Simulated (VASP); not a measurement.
**CdSe (zincblende type): single point with PBE**

The system is CdSe (zincblende type).

```
CELL_PARAMETERS angstrom
0.00000 2.96885 2.96885
2.96885 0.00000 2.96885
2.96885 2.96885 0.00000
ATOMIC_POSITIONS crystal
Cd 0.00000 0.00000 0.00000
Se 0.25000 0.25000 0.25000
```

This cell differs from its parent crystal: volume scaled by 0.88.

| Item | Value |
| --- | --- |
| Program | VASP 6.6.1 |
| Task | single point |
| Functional | PBE |
| Potentials or basis | VASP PAW PBE potentials, release 64 (Cd, Se) |
| Cutoff | 520 eV |
| k mesh | 11 × 11 × 11 |
| Occupations | fermi-dirac, width 0.1 eV |
| Spin | no spin polarisation |
| Dipole correction | no |
| Further INCAR settings | ALGO = Normal; EDIFF = 1e-07; NBANDS = 16 |

- Pressure: 8.1 GPa
- Band gap on the k mesh: 0.76 eV, direct

Levels at points of the mesh, in eV from the valence-band top:
```
           k point  band 5  band 6  band 7  band 8  band 9  band 10  band 11  band 12  band 13  band 14
(0.00, 0.00, 0.00)   -7.75   -7.75    0.00    0.00    0.00     0.76     5.92     5.92     5.92    10.08
```

It took 19 s on 1 thread of Intel(R) Xeon(R) 6975P-C (Granite Rapids), on a shared host, peak memory 0.2 GiB.
